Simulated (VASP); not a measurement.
# W9C8F6 in VASP: further runs

Runs on W9C8F6. Level: LDA. Tasks: single point.

Everything below comes from runs of VASP 6.6.1. Logs are shortened: lines on timing, memory, paths and dates and some standing lists are left out, and cuts for length are marked.

## 1. The cell of the first run

The cell holds a slab with vacuum, 23 atoms: a = 5.801 Å, b = 5.801 Å, c = 17.247 Å, α = 90.00°, β = 90.00°, γ = 120.00°.

## 2. Single point, LDA

INCAR reads:

```
SYSTEM = W9C8F6
PREC = Accurate ; ENCUT = 520
EDIFF = 1E-7 ; ISMEAR = -1
SIGMA = 0.15 ; LREAL = Auto
LASPH = .TRUE. ; NELM = 100
ALGO = Normal ; ISIF = 2
LWAVE = .FALSE. ; LCHARG = .FALSE.
NBANDS = 117
```

KPOINTS reads:

```
Automatic mesh
0
G
  3 3 1
  0 0 0
```

POSCAR reads:

```
W9C8F6
1.0
    5.8006000000      0.0000000000      0.0000000000
   -2.9003000000      5.0234670000      0.0000000000
    0.0000000000      0.0000000000     17.2466500000
W C F
9 8 6
Direct
    0.0000000000      0.0000000000      0.0579823000
    0.0001631587     -0.0000211712      0.2212008415
    0.0000000000      0.5000000000      0.0579823000
    0.0001272236      0.4999879882      0.2211510483
    0.5000000000      0.0000000000      0.0579823000
    0.5003533224      0.0001170951      0.2210036444
    0.5000000000      0.5000000000      0.0579823000
    0.5004660353      0.5000623709      0.2211559781
    0.0805268632      0.8795707150      0.5132767880
    0.3334772696      0.1667410956      0.1330265215
    0.3337805267      0.1666024775      0.2839967763
    0.3334377021      0.6666435928      0.1330139780
    0.3337597540      0.6668367221      0.2838538079
    0.8334702454      0.1667256077      0.1330490533
    0.8332914211      0.1665198744      0.2840946999
    0.8333947373      0.6666426985      0.1330816362
    0.8337466797      0.6668705855      0.2842371986
    0.2202859061      0.8520011366      0.4208480138
    0.2748025276      1.2437007099      0.5069797710
   -0.1947023604      0.8813084095      0.4615501404
   -0.1139841031      0.5155060729      0.5199762590
    0.3572981416      0.8784453436      0.5644487685
   -0.0576225217      0.9059699418      0.6063457972
```

Potentials or basis: VASP PAW LDA potentials, release 64 (W_sv, C, F).

Command:

```console
cat potpaw_LDA.64/W_sv/POTCAR potpaw_LDA.64/C/POTCAR potpaw_LDA.64/F/POTCAR > POTCAR
mpirun -np 1 vasp_std > vasp.out
```

OUTCAR:

```text
SYSTEM = W9C8F6
   PREC = Accurate
   ENCUT = 520
   EDIFF = 1E-7
   ISMEAR = -1
   LREAL = Auto
   LASPH = .TRUE.
   NELM = 100
   ISIF = 2

 ion  position               nearest neighbor table
   1  0.000  0.000  0.058-  14 2.12  10 2.12  16 2.12   2 2.81   5 2.90   5 2.90   3 2.90   3 2.90
                             7 2.90   7 2.90
   2  0.000  1.000  0.221-  11 2.00  15 2.00  17 2.00  16 2.26  10 2.26  14 2.26   1 2.81   8 2.90
                             6 2.90   4 2.90   4 2.90   6 2.90   8 2.90
   3  0.000  0.500  0.058-  14 2.12  16 2.12  12 2.12   4 2.81   7 2.90   7 2.90   5 2.90   1 2.90
                             1 2.90   5 2.90
   4  0.000  0.500  0.221-  13 1.99  15 2.00  17 2.00  14 2.26  16 2.26  12 2.26   3 2.81   8 2.90
                             6 2.90   2 2.90   2 2.90   6 2.90   8 2.90
   5  0.500  0.000  0.058-  10 2.12  12 2.12  14 2.12   6 2.81   1 2.90   1 2.90   3 2.90   7 2.90
                             7 2.90   3 2.90
   6  0.500  0.000  0.221-  13 1.99  11 1.99  15 2.00  14 2.26  10 2.26  12 2.26   5 2.81   4 2.90
                             2 2.90   8 2.90   8 2.90   2 2.90   4 2.90
   7  0.500  0.500  0.058-  12 2.12  10 2.12  16 2.12   8 2.81   3 2.90   3 2.90   5 2.90   5 2.90
                             1 2.90   1 2.90
   8  0.500  0.500  0.221-  13 1.99  11 2.00  17 2.00  16 2.26  10 2.26  12 2.26   7 2.81   4 2.90
                             2 2.90   6 2.90   6 2.90   2 2.90   4 2.90
   9  0.081  0.880  0.513-  18 1.83  20 1.83  19 1.83  21 1.83  23 1.83  22 1.83
  10  0.333  0.167  0.133-   7 2.12   5 2.12   1 2.12   6 2.26   8 2.26   2 2.26
  11  0.334  0.167  0.284-   6 1.99   8 2.00   2 2.00
  12  0.333  0.667  0.133-   7 2.12   5 2.12   3 2.12   6 2.26   4 2.26   8 2.26
  13  0.334  0.667  0.284-   8 1.99   6 1.99   4 1.99
  14  0.833  0.167  0.133-   1 2.12   3 2.12   5 2.12   6 2.26   4 2.26   2 2.26
  15  0.833  0.167  0.284-   6 2.00   2 2.00   4 2.00
  16  0.833  0.667  0.133-   3 2.12   1 2.12   7 2.12   8 2.26   4 2.26   2 2.26
  17  0.834  0.667  0.284-   2 2.00   4 2.00   8 2.00
  18  0.220  0.852  0.421-   9 1.83
  19  0.275  0.244  0.507-   9 1.83
  20  0.805  0.881  0.462-   9 1.83
  21  0.886  0.516  0.520-   9 1.83
  22  0.357  0.878  0.564-   9 1.83
  23  0.942  0.906  0.606-   9 1.83

  LATTYP: Found a hexagonal cell.
 ALAT       =     5.8006000000
 C/A-ratio  =     2.9732527670

  Lattice vectors:

 A1 = (   5.8006000000,   0.0000000000,   0.0000000000)
 A2 = (  -2.9003000000,   5.0234670000,   0.0000000000)
 A3 = (   0.0000000000,   0.0000000000,  17.2466500000)

Analysis of symmetry for initial positions (statically):
=====================================================================
 Subroutine PRICEL returns:
 Original cell was already a primitive cell.

 Routine SETGRP: Setting up the symmetry group for a
 hexagonal supercell.

 Subroutine GETGRP returns: Found  1 space group operations
 (whereof  1 operations were pure point group operations)
 out of a pool of 24 trial point group operations.

The static configuration has the point symmetry C_1 .

Analysis of symmetry for dynamics (positions and initial velocities):
=====================================================================
 Subroutine PRICEL returns:
 Original cell was already a primitive cell.

 Routine SETGRP: Setting up the symmetry group for a
 hexagonal supercell.

 Subroutine GETGRP returns: Found  1 space group operations
 (whereof  1 operations were pure point group operations)
 out of a pool of 24 trial point group operations.

The dynamic configuration has the point symmetry C_1 .

 Subroutine INISYM returns: Found  1 space group operations
 (whereof  1 operations are pure point group operations),
 and found     1 'primitive' translations

----------------------------------------------------------------------------------------

                                     Primitive cell

  volume of cell :     502.5523

  direct lattice vectors                    reciprocal lattice vectors
     5.800600000  0.000000000  0.000000000     0.172395959  0.099532853  0.000000000
    -2.900300000  5.023467000  0.000000000     0.000000000  0.199065705  0.000000000
     0.000000000  0.000000000 17.246650000     0.000000000  0.000000000  0.057982275

  length of vectors
     5.800600000  5.800600037 17.246650000     0.199065706  0.199065705  0.057982275

  position of ions in fractional coordinates (direct lattice)
     0.000000000  0.000000000  0.057982300
     0.000163159  0.999978829  0.221200842
     1.000000000  0.500000000  0.057982300
     0.000127224  0.499987988  0.221151048
     0.500000000  0.000000000  0.057982300
     0.500353322  0.000117095  0.221003644
[... 15 lines left out ...]
     0.357298142  0.878445344  0.564448769
     0.942377478  0.905969942  0.606345797

  ion indices of the primitive-cell ions
   primitive index   ion index
                 1           1
                 2           2
                 3           3
                 4           4
                 5           5
                 6           6
[... 15 lines left out ...]
                22          22
                23          23

----------------------------------------------------------------------------------------

 KPOINTS: Automatic mesh

Automatic generation of k-mesh.
 Grid dimensions read from file:
 generate k-points for:    3    3    1

 Generating k-lattice:

  Cartesian coordinates                     Fractional coordinates (reciprocal lattice)
     0.057465320  0.033177618  0.000000000     0.333333333 -0.000000000  0.000000000
     0.000000000  0.066355235  0.000000000     0.000000000  0.333333333  0.000000000
     0.000000000  0.000000000  0.057982275     0.000000000  0.000000000  1.000000000

  Length of vectors
     0.066355235  0.066355235  0.057982275

  Shift w.r.t. Gamma in fractional coordinates (k-lattice)
     0.000000000  0.000000000  0.000000000

 Subroutine IBZKPT returns following result:
 ===========================================

 Found      5 irreducible k-points:

 Following reciprocal coordinates:
            Coordinates               Weight
  0.000000  0.000000  0.000000      1.000000
  0.333333  0.000000  0.000000      2.000000
  0.000000  0.333333  0.000000      2.000000
 -0.333333  0.333333  0.000000      2.000000
  0.333333  0.333333  0.000000      2.000000
   k-points           NKPTS =      5   k-points in BZ     NKDIM =      5   number of bands    NBANDS=    117
   number of dos      NEDOS =    301   number of ions     NIONS =     23
   total plane-waves  NPLWV = 294912
   dimension x,y,z NGX =    48 NGY =   48 NGZ =  128
   dimension x,y,z NGXF=    96 NGYF=   96 NGZF=  256
   ions per type =               9   8   6
   NGX,Y,Z   is equivalent  to a cutoff of  13.76, 13.76, 12.34 a.u.
   NGXF,Y,Z  is equivalent  to a cutoff of  27.51, 27.51, 24.68 a.u.
 SYSTEM =  W9C8F6
   PREC   = accura    normal or accurate (medium, high low for compatibility)
   ISTART =      0    job   : 0-new  1-cont  2-samecut
   ICHARG =      2    charge: 1-file 2-atom 10-const
   ISPIN  =      1    spin polarized calculation?
   LNONCOLLINEAR =      F non collinear calculations
   LSORBIT =      F    spin-orbit coupling
   LASPH  =      T    aspherical Exc in radial PAW
   ENCUT  =  520.0 eV  38.22 Ry    6.18 a.u.  10.79 10.79 32.07*2*pi/ulx,y,z
   NELM   =    100;   NELMIN=  2; NELMDL= -5     # of ELM steps
   EDIFF  = 0.1E-06   stopping-criterion for ELM
   LREAL  =      T    real-space projection
   EDIFFG = 0.1E-05   stopping-criterion for IOM
   NSW    =      0    number of steps for IOM
   IBRION =     -1    ionic relax: 0-MD 1-quasi-New 2-CG
   NFREE  =      0    steps in history (QN), initial steepest desc. (CG)
   ISIF   =      2    stress and relaxation
   ISYM   =      2    0-nonsym 1-usesym 2-fastsym
   POTIM  = 0.5000    time-step for ionic-motion
   TEBEG  =    0.0;   TEEND  =   0.0 temperature during run
   PSTRESS=    0.0 pullay stress
   NELECT =     200.0000    total number of electrons
   NUPDOWN=      -1.0000    fix difference up-down
   EMIN   =  10.00;   EMAX   =-10.00  energy-range for DOS
   EFERMI =   0.00;   METHOD = LEGACY
   ISMEAR =    -1;   SIGMA  =   0.15  broadening in eV -4-tet -1-fermi 0-gaus
   EFERMI_NEDOS =   21; number of points for ismear=-14 and -15
   IALGO  =     38    algorithm
   IMIX   =      4    mixing-type and parameters
     AMIX     =   0.40;   BMIX     =  1.00
     AMIX_MAG =   1.60;   BMIX_MAG =  1.00
  volume/ion in A,a.u.               =      21.85       147.45
  Fermi-wavevector in a.u.,A,eV,Ry     =   1.204179  2.275569 19.729092  1.450047
  Thomas-Fermi vector in A             =   2.339912
   LORBIT       =      0    0 simple, 1 ext, 2 COOP (PROOUT), +10 PAW based schemes
   GGA     = CA    functional components
   LHFCALC =     F    Hartree Fock is set to
   AEXX    =    0.0000 exact exchange contribution
   IVDW    =     0    specifies the selected vdW correction
   LEPSILON=     F    determine dielectric tensor
   LRPA    =     F    only Hartree local field effects (RPA)
 non-spin polarized calculation
  energy-cutoff  :      520.00
  volume of cell :      502.55
 maximum number of plane-waves:     13581
 NGX is ok and might be reduce to    48
   NGX = 21   NGY = 21   NGZ = 65

 number of electron     200.0000003 magnetization

 Free energy of the ion-electron system (eV)
  ---------------------------------------------------
  ext. energy  EPLUGINS =         0.00000000
  ---------------------------------------------------
  free energy    TOTEN  =      -224.59139290 eV

  energy without entropy =     -224.24655971  energy(sigma->0) =     -224.41897631

 E-fermi :   1.1839     XC(G=0):  -7.7703

 val. band max:        0.9178661144   @ k =   0.3333   0.3333   0.0000
 cond. band min:       1.2359868917   @ k =   0.0000   0.0000   0.0000
 fundamental gap:      0.3181207773
 Fermi energy:         1.1838913632

 k-point     1 :       0.0000    0.0000    0.0000
  band No.  band energies     occupation
      1     -76.2501      2.00000
      2     -72.4339      2.00000
      3     -72.3900      2.00000
      4     -72.3706      2.00000
      5     -72.3699      2.00000
      6     -72.3654      2.00000
[... 104 lines left out ...]
    111       3.4921      0.00000
    112       3.4926      0.00000

 k-point     2 :       0.3333    0.0000    0.0000
  band No.  band energies     occupation
      1     -76.2501      2.00000
      2     -72.4177      2.00000
      3     -72.3852      2.00000
      4     -72.3751      2.00000
      5     -72.3706      2.00000
      6     -72.3664      2.00000
[... 104 lines left out ...]
    111       3.1616      0.00000
    112       3.1874      0.00000

 k-point     3 :       0.0000    0.3333    0.0000
  band No.  band energies     occupation
      1     -76.2501      2.00000
      2     -72.4177      2.00000
      3     -72.3853      2.00000
      4     -72.3751      2.00000
      5     -72.3700      2.00000
      6     -72.3669      2.00000
[... 104 lines left out ...]
    111       3.1614      0.00000
    112       3.1898      0.00000

 k-point     4 :      -0.3333    0.3333    0.0000
  band No.  band energies     occupation
      1     -76.2501      2.00000
      2     -72.4177      2.00000
      3     -72.3853      2.00000
      4     -72.3751      2.00000
      5     -72.3702      2.00000
      6     -72.3667      2.00000
[... 104 lines left out ...]
    111       3.1613      0.00000
    112       3.1892      0.00000

 k-point     5 :       0.3333    0.3333    0.0000
  band No.  band energies     occupation
      1     -76.2501      2.00000
      2     -72.3951      2.00000
      3     -72.3944      2.00000
      4     -72.3902      2.00000
      5     -72.3604      2.00000
      6     -72.3530      2.00000
[... 104 lines left out ...]
    111       3.0607      0.00001
    112       3.3733      0.00000
 [bands above 112 left out]

------------------------ aborting loop because EDIFF is reached ----------------------------------------

  FORCE on cell =-STRESS in cart. coord.  units (eV):
  Direction    XX          YY          ZZ          XY          YZ          ZX
  --------------------------------------------------------------------------------------
  -------------------------------------------------------------------------------------
  Total        1.1642525      1.4522565      3.5159511     -0.0188500     -0.0669752     -0.2306505
  in kB        3.7117315      4.6299115     11.2091374     -0.0600953     -0.2135225     -0.7353325
  external PRESSURE =       6.5169268 kB  Pullay stress =       0.0000000 kB

 VOLUME and BASIS-vectors are now :
 -----------------------------------------------------------------------------
  energy-cutoff  :      520.00
  volume of cell :      502.55
      direct lattice vectors                 reciprocal lattice vectors
     5.800600000  0.000000000  0.000000000     0.172395959  0.099532853  0.000000000
    -2.900300000  5.023467000  0.000000000     0.000000000  0.199065705  0.000000000
     0.000000000  0.000000000 17.246650000     0.000000000  0.000000000  0.057982275

 POSITION                                       TOTAL-FORCE (eV/Angst)
 -----------------------------------------------------------------------------------
      0.00000      0.00000      1.00000         0.004752      0.001148     -0.122544
     -2.89929      5.02336      3.81497         0.006515      0.002152     -0.071983
     -1.45015      2.51173      1.00000         0.005473      0.000973     -0.129660
     -1.44938      2.51167      3.81411        -0.009244      0.002469     -0.053456
      2.90030      0.00000      1.00000         0.005758     -0.000113     -0.150900
      2.90201      0.00059      3.81157        -0.000034      0.001286     -0.054850
[... 15 lines left out ...]
     -0.47521      4.41284      9.73485         0.436961     -0.001646      0.249386
      2.83877      4.55111     10.45743        -0.248936      0.032448      0.448149
 -----------------------------------------------------------------------------------
    total drift:                                0.001221      0.001621      0.031288

  FREE ENERGIE OF THE ION-ELECTRON SYSTEM (eV)
  ---------------------------------------------------
  free  energy   TOTEN  =      -224.5913929023 eV

  energy  without entropy=     -224.2465597107  energy(sigma->0) =     -224.41897631
```

Wall time 15 min (1 thread of Intel Xeon Platinum 8259CL at 2.50GHz (Skylake/Cascade Lake), shared host); peak memory 0.55 GiB.

Results:

```
Free energy            : -224.5914 eV
Largest force          : 0.557 eV/Å
Band gap on the k mesh : zero (bands 100 and 101 overlap by 0.67 eV)
```

Forces on the atoms (eV/Å):
```
W    0.005  0.001 -0.123
W    0.007  0.002 -0.072
W    0.005  0.001 -0.130
W   -0.009  0.002 -0.053
W    0.006  0.000 -0.151
W    0.000  0.001 -0.055
W    0.009  0.002 -0.134
W   -0.001  0.000 -0.053
W   -0.015  0.004  0.028
C   -0.003 -0.001  0.020
C    0.004  0.000  0.180
C    0.001 -0.002  0.021
C    0.007  0.002  0.178
C    0.004 -0.001  0.010
C   -0.005  0.003  0.185
C    0.000  0.002  0.011
C    0.000 -0.012  0.174
F    0.254 -0.031 -0.462
F    0.015  0.551 -0.051
F   -0.442 -0.001 -0.258
F   -0.028 -0.555  0.038
F    0.437 -0.002  0.249
F   -0.249  0.032  0.448
```

Levels at points of the mesh, in eV from the Fermi level:
```
           k point  band 98  band 99  band 100  band 101  band 102  band 103
(0.00, 0.00, 0.00)     0.05     0.41      0.41      0.41      0.76      0.77
```

Caveat: the k points lie up to 0.42 Å⁻¹ apart, too coarse for converged energies and pressures of a metal; there is no dipole correction, which matters where the two faces differ; spin-orbit coupling is left out, which moves the levels of the heavy elements.

## 3. Single point, LDA

INCAR reads:

```
ALGO = Normal
EDIFF = 1E-6
ENCUT = 520
GGA = CA
ISIF = 2
ISMEAR = -1
LASPH = True
LCHARG = False
LREAL = Auto
LWAVE = False
NBANDS = 117
NELM = 60
PREC = Accurate
SIGMA = 0.15
```

KPOINTS reads:

```
k-points
0
Gamma
  3 3 1
```

POSCAR reads:

```
W9C8F6
1.0
    5.8006000000      0.0000000000      0.0000000000
   -2.9003000000      5.0234670000      0.0000000000
    0.0000000000      0.0000000000     17.2466500000
W C F
9 8 6
Direct
    0.0000000000      0.0000000000      0.0579822748
   -0.0033575701      0.0291432192      0.2249016476
   -0.0000119541      0.4999933313      0.0579822748
    0.0122648541      0.5633360386      0.2277717702
    0.5000000000      0.0000000000      0.0579822748
    0.5213855377      0.0299792952      0.2141691285
    0.5000052854      0.4999933313      0.0579822748
    0.5146641906      0.5303110382      0.2178394065
    0.0288081900      0.8338464252      0.5008045041
    0.3515604401      0.1648662169      0.1291497189
    0.3369283281      0.1998022481      0.2761521803
    0.3173150763      0.6642822577      0.1272710932
    0.3891035304      0.7219714990      0.2809589109
    0.8487176301      0.1695243544      0.1302629786
    0.8164193942      0.1717140772      0.2885024048
    0.8212944208      0.6382444634      0.1446425828
    0.8487832783      0.7072207302      0.2929728382
    0.1392534730      0.8100381669      0.4033942824
    0.2826226117      1.2061789199      0.5188543862
   -0.3221816846      0.7648701584      0.4520588056
   -0.1626020673      0.4959522975      0.5267921596
    0.3547929843      0.8283323052      0.5227797862
   -0.1818311011      0.8322140864      0.5800894667
```

Potentials or basis: VASP PAW LDA potentials, release 64 (W_sv, C, F).

Command:

```console
cat potpaw_LDA.64/W_sv/POTCAR potpaw_LDA.64/C/POTCAR potpaw_LDA.64/F/POTCAR > POTCAR
mpirun -np 1 vasp_std > vasp.out
```

It took 15 min on 1 thread of Intel Xeon Platinum 8259CL at 2.50GHz (Skylake/Cascade Lake), shared host; peak memory 0.56 GiB.

The run converged. Its results:

- Free energy: -219.9158 eV
- Largest force: 6.184 eV/Å
- Band gap on the k mesh: zero (bands 100 and 101 overlap by 0.61 eV)

Forces on the atoms (eV/Å):
```
W    0.377 -0.207  0.520
W    1.124  0.022 -0.912
W   -0.768 -0.095  0.108
W    3.497 -5.030  0.841
W    0.828  0.153 -2.260
W   -1.388  0.587  2.184
W    0.503  0.092 -0.168
W   -0.941 -1.399  1.544
W   -0.051  3.205 -0.538
C   -2.252  0.766 -0.041
C    1.209  0.041  0.800
C    1.393  0.703  1.478
C   -1.789 -0.407  0.629
C   -0.993 -0.152  0.127
C    0.284  2.079 -0.446
C   -0.135  2.579 -4.662
C   -1.145  0.116 -0.254
F   -0.601  0.146 -0.453
F   -1.313 -2.026 -0.439
F    3.330  1.054 -0.179
F    1.340 -3.255  0.156
F   -2.555 -0.611  0.549
F    0.047  1.638  1.417
```

Levels at points of the mesh, in eV from the Fermi level:
| k point | band 97 | band 98 | band 99 | band 100 | band 101 | band 102 | band 103 | band 104 |
| --- | --- | --- | --- | --- | --- | --- | --- | --- |
| (0.00, 0.00, 0.00) | -0.07 | 0.18 | 0.38 | 0.44 | 0.53 | 0.56 | 0.57 | 1.05 |

Caveat: the k points lie up to 0.42 Å⁻¹ apart, too coarse for converged energies and pressures of a metal; the atoms stand as in a frame of molecular dynamics; there is no dipole correction, which matters where the two faces differ; spin-orbit coupling is left out, which moves the levels of the heavy elements.

The gap in the log of VASP goes by the Fermi energy; the results here count the filled bands.